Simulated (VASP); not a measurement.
# Al3Cu in VASP: a series of runs

The runs below take Al3Cu through single point, with PBEsol.

Everything below comes from runs of VASP 6.6.1. Logs are shortened: lines on timing, memory, paths and dates and some standing lists are left out, and cuts for length are marked.

## (1) The cell of the first run

The structure is cubic, space group Pm-3m (No. 221). The conventional cell has a = 3.931 Å, b = 3.931 Å, c = 3.931 Å, α = 90.00°, β = 90.00°, γ = 90.00°. Within 3.7 Å of Al (site symmetry 4/mmm) lie 8 Al at 2.78 Å and 4 Cu at 2.78 Å. Within 3.7 Å of Cu (site symmetry m-3m) lie 12 Al at 2.78 Å.

## (2) Single point, PBEsol (strained)

File INCAR:

```
SYSTEM = Al3Cu
PREC = Accurate
ENCUT = 520
EDIFF = 1E-6
ISMEAR = 0
SIGMA = 0.1
LREAL = .FALSE.
LASPH = .TRUE.
NELM = 60
ALGO = Normal
ISIF = 2
LWAVE = .FALSE.
LCHARG = .TRUE.
GGA = PS
LELF = .TRUE.
LVHAR = .TRUE.
NBANDS = 18
```

File KPOINTS:

```
regular mesh
0
G
  12 12 12
  0 0 0
```

File POSCAR:

```
Al3Cu
1.0
    3.9313321963      0.0000000000      0.0000000000
    0.0000000000      3.9313321963      0.0000000000
    0.0000000000      0.0000000000      3.9313321963
Al Cu
3 1
Direct
    0.0000000000      0.5000000000      0.5000000000
    0.5000000000      0.0000000000      0.5000000000
    0.5000000000      0.5000000000      0.0000000000
    0.0000000000      0.0000000000      0.0000000000
```

Potentials or basis: VASP PAW PBE potentials, release 64 (Al, Cu).

Started as:

```sh
$ cat potpaw_PBE.64/Al/POTCAR potpaw_PBE.64/Cu/POTCAR > POTCAR
$ mpirun -np 1 vasp_std > vasp.out
```

OUTCAR:

```text
SYSTEM = Al3Cu
   PREC = Accurate
   ENCUT = 520
   EDIFF = 1E-6
   ISMEAR = 0
   LREAL = .FALSE.
   LASPH = .TRUE.
   NELM = 60
   ISIF = 2
   GGA = PS

 ion  position               nearest neighbor table
   1  0.000  0.500  0.500-   2 2.78   3 2.78   4 2.78   3 2.78   4 2.78   2 2.78   4 2.78   4 2.78
                             2 2.78   3 2.78   3 2.78   2 2.78
   2  0.500  0.000  0.500-   1 2.78   3 2.78   4 2.78   3 2.78   4 2.78   1 2.78   3 2.78   3 2.78
                             1 2.78   4 2.78   4 2.78   1 2.78
   3  0.500  0.500  0.000-   1 2.78   2 2.78   4 2.78   1 2.78   2 2.78   2 2.78   4 2.78   2 2.78
                             1 2.78   4 2.78   1 2.78   4 2.78
   4  0.000  0.000  0.000-   1 2.78   2 2.78   3 2.78   1 2.78   2 2.78   1 2.78   3 2.78   1 2.78
                             2 2.78   3 2.78   2 2.78   3 2.78

  LATTYP: Found a simple cubic cell.
 ALAT       =     3.9313321963

  Lattice vectors:

 A1 = (   3.9313321963,   0.0000000000,   0.0000000000)
 A2 = (   0.0000000000,   3.9313321963,   0.0000000000)
 A3 = (   0.0000000000,   0.0000000000,   3.9313321963)

Analysis of symmetry for initial positions (statically):
=====================================================================
 Subroutine PRICEL returns:
 Original cell was already a primitive cell.

 Routine SETGRP: Setting up the symmetry group for a
 simple cubic supercell.

 Subroutine GETGRP returns: Found 48 space group operations
 (whereof 48 operations were pure point group operations)
 out of a pool of 48 trial point group operations.

The static configuration has the point symmetry O_h .

Analysis of symmetry for dynamics (positions and initial velocities):
=====================================================================
 Subroutine PRICEL returns:
 Original cell was already a primitive cell.

 Routine SETGRP: Setting up the symmetry group for a
 simple cubic supercell.

 Subroutine GETGRP returns: Found 48 space group operations
 (whereof 48 operations were pure point group operations)
 out of a pool of 48 trial point group operations.

The dynamic configuration has the point symmetry O_h .

 Subroutine INISYM returns: Found 48 space group operations
 (whereof 48 operations are pure point group operations),
 and found     1 'primitive' translations

----------------------------------------------------------------------------------------

                                     Primitive cell

  volume of cell :      60.7602

  direct lattice vectors                    reciprocal lattice vectors
     3.931332196  0.000000000  0.000000000     0.254366701  0.000000000  0.000000000
     0.000000000  3.931332196  0.000000000     0.000000000  0.254366701  0.000000000
     0.000000000  0.000000000  3.931332196     0.000000000  0.000000000  0.254366701

  length of vectors
     3.931332196  3.931332196  3.931332196     0.254366701  0.254366701  0.254366701

  position of ions in fractional coordinates (direct lattice)
     0.000000000  0.500000000  0.500000000
     0.500000000  0.000000000  0.500000000
     0.500000000  0.500000000  0.000000000
     0.000000000  0.000000000  0.000000000

  ion indices of the primitive-cell ions
   primitive index   ion index
                 1           1
                 2           2
                 3           3
                 4           4

----------------------------------------------------------------------------------------

 KPOINTS: regular mesh

Automatic generation of k-mesh.
 Grid dimensions read from file:
 generate k-points for:   12   12   12

 Generating k-lattice:

  Cartesian coordinates                     Fractional coordinates (reciprocal lattice)
     0.021197225  0.000000000  0.000000000     0.083333333  0.000000000  0.000000000
     0.000000000  0.021197225  0.000000000     0.000000000  0.083333333  0.000000000
     0.000000000  0.000000000  0.021197225     0.000000000  0.000000000  0.083333333

  Length of vectors
     0.021197225  0.021197225  0.021197225

  Shift w.r.t. Gamma in fractional coordinates (k-lattice)
     0.000000000  0.000000000  0.000000000

 Subroutine IBZKPT returns following result:
 ===========================================

 Found     84 irreducible k-points:

 Following reciprocal coordinates:
            Coordinates               Weight
  0.000000  0.000000  0.000000      1.000000
  0.083333  0.000000  0.000000      6.000000
  0.166667  0.000000  0.000000      6.000000
  0.250000  0.000000  0.000000      6.000000
  0.333333  0.000000  0.000000      6.000000
  0.416667  0.000000  0.000000      6.000000
[... 16 lines left out ...]
  0.333333  0.333333  0.000000     12.000000
  0.416667  0.333333  0.000000     24.000000
 [... further k-points ...]
   k-points           NKPTS =     84   k-points in BZ     NKDIM =     84   number of bands    NBANDS=     18
   number of dos      NEDOS =    301   number of ions     NIONS =      4
   total plane-waves  NPLWV =  27000
   dimension x,y,z NGX =    30 NGY =   30 NGZ =   30
   dimension x,y,z NGXF=    60 NGYF=   60 NGZF=   60
   ions per type =               3   1
   NGX,Y,Z   is equivalent  to a cutoff of  12.69, 12.69, 12.69 a.u.
   NGXF,Y,Z  is equivalent  to a cutoff of  25.37, 25.37, 25.37 a.u.
 SYSTEM =  Al3Cu
   PREC   = accura    normal or accurate (medium, high low for compatibility)
   ISTART =      0    job   : 0-new  1-cont  2-samecut
   ICHARG =      2    charge: 1-file 2-atom 10-const
   ISPIN  =      1    spin polarized calculation?
   LNONCOLLINEAR =      F non collinear calculations
   LSORBIT =      F    spin-orbit coupling
   LASPH  =      T    aspherical Exc in radial PAW
   ENCUT  =  520.0 eV  38.22 Ry    6.18 a.u.   7.31  7.31  7.31*2*pi/ulx,y,z
   NELM   =     60;   NELMIN=  2; NELMDL= -5     # of ELM steps
   EDIFF  = 0.1E-05   stopping-criterion for ELM
   LREAL  =      F    real-space projection
   EDIFFG = 0.1E-04   stopping-criterion for IOM
   NSW    =      0    number of steps for IOM
   IBRION =     -1    ionic relax: 0-MD 1-quasi-New 2-CG
   NFREE  =      0    steps in history (QN), initial steepest desc. (CG)
   ISIF   =      2    stress and relaxation
   ISYM   =      2    0-nonsym 1-usesym 2-fastsym
   POTIM  = 0.5000    time-step for ionic-motion
   TEBEG  =    0.0;   TEEND  =   0.0 temperature during run
   PSTRESS=    0.0 pullay stress
   NELECT =      20.0000    total number of electrons
   NUPDOWN=      -1.0000    fix difference up-down
   EMIN   =  10.00;   EMAX   =-10.00  energy-range for DOS
   EFERMI =   0.00;   METHOD = LEGACY
   ISMEAR =     0;   SIGMA  =   0.10  broadening in eV -4-tet -1-fermi 0-gaus
   EFERMI_NEDOS =   21; number of points for ismear=-14 and -15
   IALGO  =     38    algorithm
   IMIX   =      4    mixing-type and parameters
     AMIX     =   0.40;   BMIX     =  1.00
     AMIX_MAG =   1.60;   BMIX_MAG =  1.00
  volume/ion in A,a.u.               =      15.19       102.51
  Fermi-wavevector in a.u.,A,eV,Ry     =   1.130347  2.136046 17.383948  1.277684
  Thomas-Fermi vector in A             =   2.267043
   LORBIT       =      0    0 simple, 1 ext, 2 COOP (PROOUT), +10 PAW based schemes
   GGA     = PS    functional components
   LHFCALC =     F    Hartree Fock is set to
   AEXX    =    0.0000 exact exchange contribution
   IVDW    =     0    specifies the selected vdW correction
   LEPSILON=     F    determine dielectric tensor
   LRPA    =     F    only Hartree local field effects (RPA)
 non-spin polarized calculation
 Gauss-broadening in eV      SIGMA  =   0.10
  energy-cutoff  :      520.00
  volume of cell :       60.76
 maximum number of plane-waves:      1666
 NGX is ok and might be reduce to    30
   NGX = 15   NGY = 15   NGZ = 15

 number of electron      20.0000026 magnetization

 Free energy of the ion-electron system (eV)
  ---------------------------------------------------
  ext. energy  EPLUGINS =         0.00000000
  ---------------------------------------------------
  free energy    TOTEN  =       -16.70882928 eV

  energy without entropy =      -16.70373382  energy(sigma->0) =      -16.70628155

 E-fermi :   8.0972     XC(G=0): -10.8080

 val. band max:        8.0945167705   @ k =   0.3333   0.1667   0.0000
 cond. band min:       8.0988749459   @ k =   0.5000   0.5000   0.2500
 fundamental gap:      0.0043581754
 Fermi energy:         8.0971919677

 k-point     1 :       0.0000    0.0000    0.0000
  band No.  band energies     occupation
      1      -2.9821      2.00000
      2       3.8612      2.00000
      3       3.8612      2.00000
      4       4.5719      2.00000
      5       4.5719      2.00000
      6       4.5719      2.00000
[... 10 lines left out ...]
     17      15.0410      0.00000
     18      15.0410      0.00000

 k-point     2 :       0.0833    0.0000    0.0000
  band No.  band energies     occupation
      1      -2.9153      2.00000
      2       3.7280      2.00000
      3       3.8765      2.00000
      4       4.5283      2.00000
      5       4.5283      2.00000
      6       4.5740      2.00000
[... 10 lines left out ...]
     17      14.9986      0.00000
     18      15.0922      0.00000

 k-point     3 :       0.1667    0.0000    0.0000
  band No.  band energies     occupation
      1      -2.7156      2.00000
      2       3.1426      2.00000
      3       3.9185      2.00000
      4       4.4320      2.00000
      5       4.4320      2.00000
      6       4.5799      2.00000
[... 10 lines left out ...]
     17      15.1846      0.00000
     18      15.1864      0.00000

 k-point     4 :       0.2500    0.0000    0.0000
  band No.  band energies     occupation
      1      -2.3844      2.00000
      2       2.1893      2.00000
      3       3.9767      2.00000
      4       4.3312      2.00000
      5       4.3312      2.00000
      6       4.5879      2.00000
[... 375 lines left out ...]
      4       3.9117      2.00000
      5       4.2629      2.00000
      6       4.4643      2.00000
[... 10 lines left out ...]
     17      14.5812      0.00000
     18      14.7516      0.00000

 k-point    23 :       0.3333    0.3333    0.0000
  band No.  band energies     occupation
      1      -0.8967      2.00000
      2       2.0522      2.00000
      3       2.1769      2.00000
      4       3.9976      2.00000
      5       4.3282      2.00000
      6       4.4036      2.00000
[... 10 lines left out ...]
     17      14.7214      0.00000
     18      14.9403      0.00000

 k-point    24 :       0.4167    0.3333    0.0000
  band No.  band energies     occupation
      1      -0.3461      2.00000
      2       1.2627      2.00000
      3       2.5686      2.00000
      4       3.7264      2.00000
      5       4.3142      2.00000
      6       4.3982      2.00000
[... 10 lines left out ...]
     17      14.8715      0.00000
     18      15.2156      0.00000

 [... further k-points ...]

------------------------ aborting loop because EDIFF is reached ----------------------------------------

  FORCE on cell =-STRESS in cart. coord.  units (eV):
  Direction    XX          YY          ZZ          XY          YZ          ZX
  --------------------------------------------------------------------------------------
  -------------------------------------------------------------------------------------
  Total       -1.0086091     -1.0086091     -1.0086091      0.0000000      0.0000000     -0.0000000
  in kB      -26.5958712    -26.5958712    -26.5958712      0.0000000      0.0000000     -0.0000000
  external PRESSURE =     -26.5958712 kB  Pullay stress =       0.0000000 kB

 VOLUME and BASIS-vectors are now :
 -----------------------------------------------------------------------------
  energy-cutoff  :      520.00
  volume of cell :       60.76
      direct lattice vectors                 reciprocal lattice vectors
     3.931332196  0.000000000  0.000000000     0.254366701  0.000000000  0.000000000
     0.000000000  3.931332196  0.000000000     0.000000000  0.254366701  0.000000000
     0.000000000  0.000000000  3.931332196     0.000000000  0.000000000  0.254366701

 POSITION                                       TOTAL-FORCE (eV/Angst)
 -----------------------------------------------------------------------------------
      0.00000      1.96567      1.96567         0.000000      0.000000      0.000000
      1.96567      0.00000      1.96567         0.000000      0.000000      0.000000
      1.96567      1.96567      0.00000         0.000000      0.000000      0.000000
      0.00000      0.00000      0.00000         0.000000      0.000000      0.000000
 -----------------------------------------------------------------------------------
    total drift:                                0.000000     -0.000000      0.000000

  FREE ENERGIE OF THE ION-ELECTRON SYSTEM (eV)
  ---------------------------------------------------
  free  energy   TOTEN  =       -16.7088292751 eV

  energy  without entropy=      -16.7037338174  energy(sigma->0) =      -16.70628155
```

Run time: 2.3 min. Hardware: 1 thread of Intel Xeon 8259CL, shared host; peak memory 0.23 GiB.

What came out:

- Free energy: -16.7088 eV
- Pressure: -2.7 GPa
- Band gap on the k mesh: zero (bands 10 and 11 overlap by 4.12 eV)

Caveat: the cell differs from its parent crystal (strained); the PAW data sets were made with another functional, which shifts forces and pressure a little.

(Part 1 of 2 ends here.)
